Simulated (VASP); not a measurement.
A run of VASP 6.6.1:

INCAR

```
PREC     = Accurate       # precision mode
ENCUT    = 520            # plane-wave cutoff, eV
EDIFF    = 1E-6           # SCF threshold, eV
ISMEAR   = 0              # smearing method
SIGMA    = 0.05           # smearing width, eV
LREAL    = False          # projectors in reciprocal space
LASPH    = True           # aspherical terms in the spheres
NELM     = 100            # most SCF steps
ALGO     = Normal         # electronic algorithm
ISIF     = 2              # what is computed and relaxed
LWAVE    = False          # write WAVECAR
LCHARG   = False          # write CHGCAR
GGA      = PS             # functional
NBANDS   = 11             # bands
```

The input KPOINTS:

```
regular mesh
0
Gamma
  12 12 12
```

File POSCAR:

```
C
1.0
    0.0000000000      1.5831217366      2.2385341356
    1.5831217366      0.0000000000      2.2385341356
    1.5831217366      1.5831217366      0.0000000000
C
2
Direct
    0.5000000000      0.5000000000      0.5000000000
    0.7500000000      0.7500000000      0.7500000000
```

Potentials or basis: VASP PAW PBE potentials, release 64 (C).

Launch:

```sh
$ cat potpaw_PBE.64/C/POTCAR > POTCAR
$ mpirun -np 1 vasp_std > vasp.out
```

Hardware: 1 thread of Intel(R) Xeon(R) Platinum 8375C CPU @ 2.90GHz (Ice Lake), with other jobs on the host.

Estimate the wall time of this run.

Run time: 9.1 s on 1 thread of Intel(R) Xeon(R) Platinum 8375C CPU @ 2.90GHz (Ice Lake), with other jobs on the host, peak memory 0.12 GiB. Counts: scf iterations 11, k points 163.
